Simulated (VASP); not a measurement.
# BN (Qingsongite) (F-43m) in VASP: single point with LDA

Aim: the single point of BN (Qingsongite) with LDA.

Everything below comes from runs of VASP 6.6.1. Logs are shortened: lines on timing, memory, paths and dates and some standing lists are left out, and cuts for length are marked.

### Step 1. The cell of the first run

The structure is cubic, space group F-43m (No. 216). Conventional cell: a = 3.615 Å, b = 3.615 Å, c = 3.615 Å, α = 90.00°, β = 90.00°, γ = 90.00°. B (site symmetry -43m) has 4 N at 1.57 Å within 2.1 Å. Within 2.1 Å of N (site symmetry -43m) lie 4 B at 1.57 Å.

### Step 2. Single point, LDA

File INCAR:

```
ALGO = Normal
EDIFF = 1E-6
ENCUT = 600
GGA_COMPAT = F
ISIF = 2
ISMEAR = 0
LASPH = T
LCHARG = F
LREAL = F
LWAVE = F
NBANDS = 11
NELM = 120
PREC = Accurate
SIGMA = 0.01
```

File KPOINTS:

```
k-points
0
Gamma
  6 6 6
```

File POSCAR:

```
BN
1.0
    0.0000000000      1.8075000000      1.8075000000
    1.8075000000      0.0000000000      1.8075000000
    1.8075000000      1.8075000000      0.0000000000
B N
1 1
Direct
    0.0000000000      0.0000000000      0.0000000000
    0.2500000000      0.2500000000      0.2500000000
```

Potentials or basis: VASP PAW LDA potentials, release 64 (B, N).

Command:

```
$ cat potpaw_LDA.64/B/POTCAR potpaw_LDA.64/N/POTCAR > POTCAR
$ mpirun -np 1 vasp_std > vasp.out
```

OUTCAR:

```text
EDIFF = 1E-6
   ENCUT = 600
   ISIF = 2
   ISMEAR = 0
   LASPH = T
   LREAL = F
   NELM = 120
   PREC = Accurate

 ion  position               nearest neighbor table
   1  0.000  0.000  0.000-   2 1.57   2 1.57   2 1.57   2 1.57
   2  0.250  0.250  0.250-   1 1.57   1 1.57   1 1.57   1 1.57

  LATTYP: Found a face centered cubic cell.
 ALAT       =     3.6150000000

  Lattice vectors:

 A1 = (   0.0000000000,   1.8075000000,   1.8075000000)
 A2 = (   1.8075000000,   0.0000000000,   1.8075000000)
 A3 = (   1.8075000000,   1.8075000000,   0.0000000000)

Analysis of symmetry for initial positions (statically):
=====================================================================
 Subroutine PRICEL returns:
 Original cell was already a primitive cell.

 Routine SETGRP: Setting up the symmetry group for a
 face centered cubic supercell.

 Subroutine GETGRP returns: Found 24 space group operations
 (whereof 24 operations were pure point group operations)
 out of a pool of 48 trial point group operations.

The static configuration has the point symmetry T_d .

Analysis of symmetry for dynamics (positions and initial velocities):
=====================================================================
 Subroutine PRICEL returns:
 Original cell was already a primitive cell.

 Routine SETGRP: Setting up the symmetry group for a
 face centered cubic supercell.

 Subroutine GETGRP returns: Found 24 space group operations
 (whereof 24 operations were pure point group operations)
 out of a pool of 48 trial point group operations.

The dynamic configuration has the point symmetry T_d .

 Subroutine INISYM returns: Found 24 space group operations
 (whereof 24 operations are pure point group operations),
 and found     1 'primitive' translations

----------------------------------------------------------------------------------------

                                     Primitive cell

  volume of cell :      11.8104

  direct lattice vectors                    reciprocal lattice vectors
     0.000000000  1.807500000  1.807500000    -0.276625173  0.276625173  0.276625173
     1.807500000  0.000000000  1.807500000     0.276625173 -0.276625173  0.276625173
     1.807500000  1.807500000  0.000000000     0.276625173  0.276625173 -0.276625173

[... 77 lines left out ...]
   NSW    =      0    number of steps for IOM
   IBRION =     -1    ionic relax: 0-MD 1-quasi-New 2-CG
   NFREE  =      0    steps in history (QN), initial steepest desc. (CG)
   ISIF   =      2    stress and relaxation
   ISYM   =      2    0-nonsym 1-usesym 2-fastsym
   POTIM  = 0.5000    time-step for ionic-motion
   TEBEG  =    0.0;   TEEND  =   0.0 temperature during run
   PSTRESS=    0.0 pullay stress
   NELECT =       8.0000    total number of electrons
   NUPDOWN=      -1.0000    fix difference up-down
   EMIN   =  10.00;   EMAX   =-10.00  energy-range for DOS
   EFERMI =   0.00;   METHOD = LEGACY
   ISMEAR =     0;   SIGMA  =   0.01  broadening in eV -4-tet -1-fermi 0-gaus
   EFERMI_NEDOS =   21; number of points for ismear=-14 and -15
   IALGO  =     38    algorithm
   IMIX   =      4    mixing-type and parameters
     AMIX     =   0.40;   BMIX     =  1.00
     AMIX_MAG =   1.60;   BMIX_MAG =  1.00
  volume/ion in A,a.u.               =       5.91        39.85
  Fermi-wavevector in a.u.,A,eV,Ry     =   1.437749  2.716952 28.124920  2.067123
  Thomas-Fermi vector in A             =   2.556793
   LORBIT       =      0    0 simple, 1 ext, 2 COOP (PROOUT), +10 PAW based schemes
   GGA     = CA    functional components
   LHFCALC =     F    Hartree Fock is set to
   AEXX    =    0.0000 exact exchange contribution
   IVDW    =     0    specifies the selected vdW correction
   LEPSILON=     F    determine dielectric tensor
   LRPA    =     F    only Hartree local field effects (RPA)
 non-spin polarized calculation
 Gauss-broadening in eV      SIGMA  =   0.01
  energy-cutoff  :      600.00
  volume of cell :       11.81
 maximum number of plane-waves:       411
   NGX = 11   NGY = 11   NGZ = 11

 number of electron       8.0000000 magnetization

 Free energy of the ion-electron system (eV)
  ---------------------------------------------------
  ext. energy  EPLUGINS =         0.00000000
  ---------------------------------------------------
  free energy    TOTEN  =       -19.40300187 eV

  energy without entropy =      -19.40300187  energy(sigma->0) =      -19.40300187

 E-fermi :   7.4888     XC(G=0): -13.1044

 val. band max:        7.3903951321   @ k =   0.0000   0.0000   0.0000
 cond. band min:      11.7324090171   @ k =   0.5000   0.5000   0.0000
 fundamental gap:      4.3420138850
 Fermi energy:         7.4888445785

 k-point     1 :       0.0000    0.0000    0.0000
  band No.  band energies     occupation
      1     -12.6796      2.00000
      2       7.3904      2.00000
      3       7.3904      2.00000
      4       7.3904      2.00000
      5      16.0721      0.00000
      6      16.0721      0.00000
      7      16.0721      0.00000
      8      17.8303      0.00000
      9      31.8784      0.00000
     10      35.1754      0.00000
     11      35.1754      0.00000
[... 197 lines left out ...]
 k-point    16 :      -0.3333    0.5000    0.1667
  band No.  band energies     occupation
      1      -6.7752      2.00000
      2      -0.7656      2.00000
      3       1.1758      2.00000
      4       1.1875      2.00000
      5      15.0314      0.00000
      6      19.2941      0.00000
      7      22.3381      0.00000
      8      24.0135      0.00000
      9      26.6895      0.00000
     10      32.9736      0.00000
     11      37.3588      0.00000

------------------------ aborting loop because EDIFF is reached ----------------------------------------

  FORCE on cell =-STRESS in cart. coord.  units (eV):
  Direction    XX          YY          ZZ          XY          YZ          ZX
  --------------------------------------------------------------------------------------
  -------------------------------------------------------------------------------------
  Total       -0.7568172     -0.7568172     -0.7568172      0.0000000      0.0000000      0.0000000
  in kB     -102.6683655   -102.6683655   -102.6683655      0.0000000      0.0000000      0.0000000
  external PRESSURE =    -102.6683655 kB  Pullay stress =       0.0000000 kB

 VOLUME and BASIS-vectors are now :
 -----------------------------------------------------------------------------
  energy-cutoff  :      600.00
  volume of cell :       11.81
      direct lattice vectors                 reciprocal lattice vectors
     0.000000000  1.807500000  1.807500000    -0.276625173  0.276625173  0.276625173
     1.807500000  0.000000000  1.807500000     0.276625173 -0.276625173  0.276625173
     1.807500000  1.807500000  0.000000000     0.276625173  0.276625173 -0.276625173

 POSITION                                       TOTAL-FORCE (eV/Angst)
 -----------------------------------------------------------------------------------
      0.00000      0.00000      0.00000        -0.000000     -0.000000     -0.000000
      0.90375      0.90375      0.90375         0.000000      0.000000      0.000000
 -----------------------------------------------------------------------------------
    total drift:                               -0.000000     -0.000000     -0.000000

  FREE ENERGIE OF THE ION-ELECTRON SYSTEM (eV)
  ---------------------------------------------------
  free  energy   TOTEN  =       -19.4030018683 eV

  energy  without entropy=      -19.4030018683  energy(sigma->0) =      -19.40300187
```

stdout:

```text
POSCAR found type information on POSCAR B N
 POSCAR found :  2 types and       2 ions
 scaLAPACK will be used
 LDA part: xc-table for (Slater(with rela. corr.)+CA(PZ))
 , standard interpolation
 POSCAR, INCAR and KPOINTS ok, starting setup
 FFT: planning ... GRIDC
 FFT: planning ... GRID_SOFT
 FFT: planning ... GRID
 WAVECAR not read
 entering main loop
```

It took 1.8 s on 1 thread of Intel Xeon Platinum 8488C (Sapphire Rapids), shared host; peak memory 0.11 GiB.

What came out:

| Quantity | Value |
| --- | --- |
| Free energy | -19.4030 eV |
| Pressure | -10.3 GPa |
| Band gap on the k mesh | 4.34 eV, indirect (least direct gap 8.68 eV) |

Caveat: the k points lie up to 0.50 Å⁻¹ apart.
